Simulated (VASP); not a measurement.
# TaGaMo3 (P6_3/mmc) in VASP: single point with PBE

Aim: the single point of TaGaMo3 with PBE.

All numbers are computed with VASP 6.6.1; they aren't measurements. Logs are shortened: lines on timing, memory, paths and dates and some standing lists are left out, and cuts for length are marked.

## 1. The cell of the first run

Symmetry: P6_3/mmc, No. 194, hexagonal system. Conventional cell: a = 4.998 Å, b = 4.998 Å, c = 8.488 Å, α = 90.00°, β = 90.00°, γ = 120.00°. Within 3.8 Å of Ta (site symmetry -6m2) lie 3 Ga at 2.89 Å and 12 Mo at 3.28 Å. Within 3.4 Å of Ga (site symmetry -6m2) lie 6 Mo at 2.57 Å and 3 Ta at 2.89 Å. Within 3.3 Å of Mo (site symmetry 2/m) lie 4 Mo at 2.50 Å and 2 Ga at 2.57 Å and 4 Ta at 3.28 Å.

## 2. Single point, PBE

Contents of INCAR:

```
SYSTEM = TaGaMo3
PREC = Accurate
ENCUT = 520
EDIFF = 1E-7
ISMEAR = 0
SIGMA = 0.1
LREAL = .False.
LASPH = .True.
NELM = 100
ALGO = Fast
ISIF = 2
LWAVE = .False.
LCHARG = .True.
GGA = PE
LELF = .True.
LVHAR = .True.
NBANDS = 77
```

Contents of KPOINTS:

```
regular mesh
0
Gamma
  3 3 4
  0 0 0
```

Contents of POSCAR:

```
TaGaMo3
1.0
    4.9982721653     -0.0000000024      0.0000000000
   -2.4991360805      4.3286306714      0.0000000000
    0.0000000000      0.0000000000      8.4883559682
Ta Ga Mo
2 2 6
Direct
    0.0000000000      0.0000000000      0.2500000000
    0.0000000000      0.0000000000      0.7500000000
    0.3333333333      0.6666666667      0.2500000000
    0.6666666667      0.3333333333      0.7500000000
    0.5000000000      0.0000000000      0.0000000000
    0.0000000000      0.5000000000      0.0000000000
    0.5000000000      0.5000000000      0.0000000000
    0.5000000000      0.0000000000      0.5000000000
    0.0000000000      0.5000000000      0.5000000000
    0.5000000000      0.5000000000      0.5000000000
```

Potentials or basis: VASP PAW PBE potentials, release 64 (Ta_pv, Ga_d, Mo_sv).

Run with:

```bash
$ cat potpaw_PBE.64/Ta_pv/POTCAR potpaw_PBE.64/Ga_d/POTCAR potpaw_PBE.64/Mo_sv/POTCAR > POTCAR
$ mpirun -np 1 vasp_std > vasp.out
```

OUTCAR:

```text
SYSTEM = TaGaMo3
   PREC = Accurate
   ENCUT = 520
   EDIFF = 1E-7
   ISMEAR = 0
   LREAL = .False.
   LASPH = .True.
   NELM = 100
   ISIF = 2
   GGA = PE

 ion  position               nearest neighbor table
   1  0.000  0.000  0.250-   3 2.89   3 2.89   3 2.89   9 3.28   6 3.28   9 3.28   6 3.28   5 3.28
                             8 3.28   5 3.28   8 3.28  10 3.28   7 3.28   7 3.28  10 3.28
   2  0.000  0.000  0.750-   4 2.89   4 2.89   4 2.89   9 3.28   6 3.28   6 3.28   9 3.28   5 3.28
                             8 3.28   5 3.28   8 3.28  10 3.28   7 3.28   7 3.28  10 3.28
   3  0.333  0.667  0.250-   5 2.57   8 2.57   6 2.57   9 2.57   7 2.57  10 2.57   1 2.89   1 2.89
                             1 2.89
   4  0.667  0.333  0.750-   5 2.57   8 2.57   6 2.57   9 2.57   7 2.57  10 2.57   2 2.89   2 2.89
                             2 2.89
   5  0.500  0.000  0.000-   7 2.50   7 2.50   6 2.50   6 2.50   3 2.57   4 2.57   1 3.28   1 3.28
                             2 3.28   2 3.28
   6  0.000  0.500  0.000-   7 2.50   7 2.50   5 2.50   5 2.50   3 2.57   4 2.57   1 3.28   2 3.28
                             1 3.28   2 3.28
   7  0.500  0.500  0.000-   5 2.50   5 2.50   6 2.50   6 2.50   3 2.57   4 2.57   1 3.28   2 3.28
                             1 3.28   2 3.28
   8  0.500  0.000  0.500-  10 2.50  10 2.50   9 2.50   9 2.50   3 2.57   4 2.57   1 3.28   1 3.28
                             2 3.28   2 3.28
   9  0.000  0.500  0.500-  10 2.50  10 2.50   8 2.50   8 2.50   3 2.57   4 2.57   1 3.28   2 3.28
                             1 3.28   2 3.28
  10  0.500  0.500  0.500-   8 2.50   8 2.50   9 2.50   9 2.50   3 2.57   4 2.57   1 3.28   2 3.28
                             1 3.28   2 3.28

  LATTYP: Found a hexagonal cell.
 ALAT       =     4.9982721653
 C/A-ratio  =     1.6982580555

  Lattice vectors:

 A1 = (   4.9982721653,  -0.0000000024,   0.0000000000)
 A2 = (  -2.4991360805,   4.3286306714,   0.0000000000)
 A3 = (   0.0000000000,   0.0000000000,   8.4883559682)

Analysis of symmetry for initial positions (statically):
=====================================================================
 Subroutine PRICEL returns:
 Original cell was already a primitive cell.

 Routine SETGRP: Setting up the symmetry group for a
 hexagonal supercell.

 Subroutine GETGRP returns: Found 24 space group operations
 (whereof 12 operations were pure point group operations)
 out of a pool of 24 trial point group operations.

The static configuration has the point symmetry D_3d.
 The point group associated with its full space group is D_6h.

Analysis of symmetry for dynamics (positions and initial velocities):
=====================================================================
 Subroutine PRICEL returns:
 Original cell was already a primitive cell.

 Routine SETGRP: Setting up the symmetry group for a
 hexagonal supercell.

 Subroutine GETGRP returns: Found 24 space group operations
 (whereof 12 operations were pure point group operations)
 out of a pool of 24 trial point group operations.

The dynamic configuration has the point symmetry D_3d.
 The point group associated with its full space group is D_6h.

 Subroutine INISYM returns: Found 24 space group operations
 (whereof 12 operations are pure point group operations),
 and found     1 'primitive' translations

----------------------------------------------------------------------------------------

                                     Primitive cell

  volume of cell :     183.6513

  direct lattice vectors                    reciprocal lattice vectors
     4.998272165 -0.000000002  0.000000000     0.200069137  0.115509970  0.000000000
    -2.499136081  4.328630671  0.000000000     0.000000000  0.231019941  0.000000000
     0.000000000  0.000000000  8.488355968     0.000000000  0.000000000  0.117808443

  length of vectors
     4.998272165  4.998272165  8.488355968     0.231019941  0.231019941  0.117808443

  position of ions in fractional coordinates (direct lattice)
     0.000000000  0.000000000  0.250000000
     0.000000000  0.000000000  0.750000000
     0.333333333  0.666666667  0.250000000
     0.666666667  0.333333333  0.750000000
     0.500000000  0.000000000  0.000000000
     0.000000000  0.500000000  0.000000000
     0.500000000  0.500000000  0.000000000
     0.500000000  0.000000000  0.500000000
     0.000000000  0.500000000  0.500000000
     0.500000000  0.500000000  0.500000000

  ion indices of the primitive-cell ions
   primitive index   ion index
                 1           1
                 2           2
                 3           3
                 4           4
                 5           5
                 6           6
                 7           7
                 8           8
                 9           9
                10          10

----------------------------------------------------------------------------------------

 KPOINTS: regular mesh

Automatic generation of k-mesh.
 Grid dimensions read from file:
 generate k-points for:    3    3    4

 Generating k-lattice:

  Cartesian coordinates                     Fractional coordinates (reciprocal lattice)
     0.066689712  0.038503323  0.000000000     0.333333333  0.000000000  0.000000000
     0.000000000  0.077006647  0.000000000     0.000000000  0.333333333  0.000000000
     0.000000000  0.000000000  0.029452111     0.000000000  0.000000000  0.250000000

  Length of vectors
     0.077006647  0.077006647  0.029452111

  Shift w.r.t. Gamma in fractional coordinates (k-lattice)
     0.000000000  0.000000000  0.000000000

 Subroutine IBZKPT returns following result:
 ===========================================

 Found      9 irreducible k-points:

 Following reciprocal coordinates:
            Coordinates               Weight
  0.000000  0.000000  0.000000      1.000000
  0.333333  0.000000  0.000000      6.000000
  0.333333  0.333333  0.000000      2.000000
  0.000000  0.000000  0.250000      2.000000
  0.333333  0.000000  0.250000     12.000000
  0.333333  0.333333  0.250000      4.000000
  0.000000  0.000000  0.500000      1.000000
  0.333333  0.000000  0.500000      6.000000
  0.333333  0.333333  0.500000      2.000000
   k-points           NKPTS =      9   k-points in BZ     NKDIM =      9   number of bands    NBANDS=     77
   number of dos      NEDOS =    301   number of ions     NIONS =     10
   total plane-waves  NPLWV = 102400
   dimension x,y,z NGX =    40 NGY =   40 NGZ =   64
   dimension x,y,z NGXF=    80 NGYF=   80 NGZF=  128
   ions per type =               2   2   6
   NGX,Y,Z   is equivalent  to a cutoff of  13.30, 13.30, 12.53 a.u.
   NGXF,Y,Z  is equivalent  to a cutoff of  26.61, 26.61, 25.07 a.u.
 SYSTEM =  TaGaMo3
   PREC   = accura    normal or accurate (medium, high low for compatibility)
   ISTART =      0    job   : 0-new  1-cont  2-samecut
   ICHARG =      2    charge: 1-file 2-atom 10-const
   ISPIN  =      1    spin polarized calculation?
   LNONCOLLINEAR =      F non collinear calculations
   LSORBIT =      F    spin-orbit coupling
   LASPH  =      T    aspherical Exc in radial PAW
   ENCUT  =  520.0 eV  38.22 Ry    6.18 a.u.   9.29  9.29 15.78*2*pi/ulx,y,z
   NELM   =    100;   NELMIN=  2; NELMDL= -5     # of ELM steps
   EDIFF  = 0.1E-06   stopping-criterion for ELM
   LREAL  =      F    real-space projection
   EDIFFG = 0.1E-05   stopping-criterion for IOM
   NSW    =      0    number of steps for IOM
   IBRION =     -1    ionic relax: 0-MD 1-quasi-New 2-CG
   NFREE  =      0    steps in history (QN), initial steepest desc. (CG)
   ISIF   =      2    stress and relaxation
   ISYM   =      2    0-nonsym 1-usesym 2-fastsym
   POTIM  = 0.5000    time-step for ionic-motion
   TEBEG  =    0.0;   TEEND  =   0.0 temperature during run
   PSTRESS=    0.0 pullay stress
   NELECT =     132.0000    total number of electrons
   NUPDOWN=      -1.0000    fix difference up-down
   EMIN   =  10.00;   EMAX   =-10.00  energy-range for DOS
   EFERMI =   0.00;   METHOD = LEGACY
   ISMEAR =     0;   SIGMA  =   0.10  broadening in eV -4-tet -1-fermi 0-gaus
   EFERMI_NEDOS =   21; number of points for ismear=-14 and -15
   IALGO  =     68    algorithm
   IMIX   =      4    mixing-type and parameters
     AMIX     =   0.40;   BMIX     =  1.00
     AMIX_MAG =   1.60;   BMIX_MAG =  1.00
  volume/ion in A,a.u.               =      18.37       123.93
  Fermi-wavevector in a.u.,A,eV,Ry     =   1.466453  2.771194 29.259115  2.150484
  Thomas-Fermi vector in A             =   2.582189
   LORBIT       =      0    0 simple, 1 ext, 2 COOP (PROOUT), +10 PAW based schemes
   GGA     = PE    functional components
   LHFCALC =     F    Hartree Fock is set to
   AEXX    =    0.0000 exact exchange contribution
   IVDW    =     0    specifies the selected vdW correction
   LEPSILON=     F    determine dielectric tensor
   LRPA    =     F    only Hartree local field effects (RPA)
 non-spin polarized calculation
 RMM-DIIS sequential band-by-band and
 Gauss-broadening in eV      SIGMA  =   0.10
  energy-cutoff  :      520.00
  volume of cell :      183.65
 maximum number of plane-waves:      4976
 NGX is ok and might be reduce to    40
   NGX = 19   NGY = 19   NGZ = 31

 number of electron     131.9999998 magnetization

 Free energy of the ion-electron system (eV)
  ---------------------------------------------------
  ext. energy  EPLUGINS =         0.00000000
  ---------------------------------------------------
  free energy    TOTEN  =       -88.23224104 eV

  energy without entropy =      -88.21636817  energy(sigma->0) =      -88.22430460

 E-fermi :   8.3744     XC(G=0): -12.0613

 val. band max:        8.2891697432   @ k =   0.3333   0.0000   0.2500
 cond. band min:       8.4873778628   @ k =   0.0000   0.0000   0.0000
 fundamental gap:      0.1982081196
 Fermi energy:         8.3744049605

 k-point     1 :       0.0000    0.0000    0.0000
  band No.  band energies     occupation
      1     -52.8465      2.00000
      2     -52.8462      2.00000
      3     -52.4016      2.00000
      4     -52.4016      2.00000
      5     -52.4014      2.00000
      6     -52.4014      2.00000
[... 69 lines left out ...]
     76      10.6751      0.00000
     77      10.7918      0.00000
[... 638 lines left out ...]
     76       9.9995      0.00000
     77      10.0031      0.00000

------------------------ aborting loop because EDIFF is reached ----------------------------------------

  FORCE on cell =-STRESS in cart. coord.  units (eV):
  Direction    XX          YY          ZZ          XY          YZ          ZX
  --------------------------------------------------------------------------------------
  -------------------------------------------------------------------------------------
  Total        0.4970188      0.4970188      0.6229591      0.0000000     -0.0000000      0.0000000
  in kB        4.3360012      4.3360012      5.4347062      0.0000000     -0.0000000      0.0000000
  external PRESSURE =       4.7022362 kB  Pullay stress =       0.0000000 kB

 VOLUME and BASIS-vectors are now :
 -----------------------------------------------------------------------------
  energy-cutoff  :      520.00
  volume of cell :      183.65
      direct lattice vectors                 reciprocal lattice vectors
     4.998272165 -0.000000002  0.000000000     0.200069137  0.115509970  0.000000000
    -2.499136081  4.328630671  0.000000000     0.000000000  0.231019941  0.000000000
     0.000000000  0.000000000  8.488355968     0.000000000  0.000000000  0.117808443

 POSITION                                       TOTAL-FORCE (eV/Angst)
 -----------------------------------------------------------------------------------
      0.00000      0.00000      2.12209         0.000000     -0.000000     -0.000000
      0.00000      0.00000      6.36627         0.000000      0.000000     -0.000000
      0.00000      2.88575      2.12209         0.000000      0.000000      0.000000
      2.49914      1.44288      6.36627        -0.000000     -0.000000     -0.000000
      2.49914     -0.00000      0.00000         0.000000      0.000000     -0.000000
     -1.24957      2.16432      0.00000         0.000000      0.000000     -0.000000
      1.24957      2.16432      0.00000         0.000000      0.000000     -0.000000
      2.49914     -0.00000      4.24418         0.000000      0.000000     -0.000000
     -1.24957      2.16432      4.24418         0.000000      0.000000     -0.000000
      1.24957      2.16432      4.24418         0.000000      0.000000     -0.000000
 -----------------------------------------------------------------------------------
    total drift:                               -0.000000      0.000000     -0.000000

  FREE ENERGIE OF THE ION-ELECTRON SYSTEM (eV)
  ---------------------------------------------------
  free  energy   TOTEN  =       -88.2322410391 eV

  energy  without entropy=      -88.2163681696  energy(sigma->0) =      -88.22430460
```

Wall time 5.9 min (1 thread of Intel Xeon Platinum 8488C (Sapphire Rapids), shared host); peak memory 0.38 GiB.

Results:

```
Free energy            : -88.2322 eV
Pressure               : 0.5 GPa
Band gap on the k mesh : zero (band 66 reaches 9.51 eV, above the bottom of band 67 at 7.60 eV)
```

Stress tensor (GPa, compression positive):
```
0.43 0.00 0.00
0.00 0.43 0.00
0.00 0.00 0.54
```

Levels at points of the mesh, in eV from the Fermi level:
```csv
k point,band 62,band 63,band 64,band 65,band 66,band 67,band 68,band 69,band 70,band 71
"(0.00, 0.00, 0.00)",-0.49,-0.49,0.11,0.52,1.04,1.04,1.38,1.70,1.73,1.74
"(0.00, 0.00, 0.50)",-1.24,0.31,0.31,0.31,0.31,1.66,1.66,1.66,1.67,1.67
```

Caveat: the k points lie up to 0.48 Å⁻¹ apart; spin-orbit coupling is left out, which moves the levels of the heavy elements.
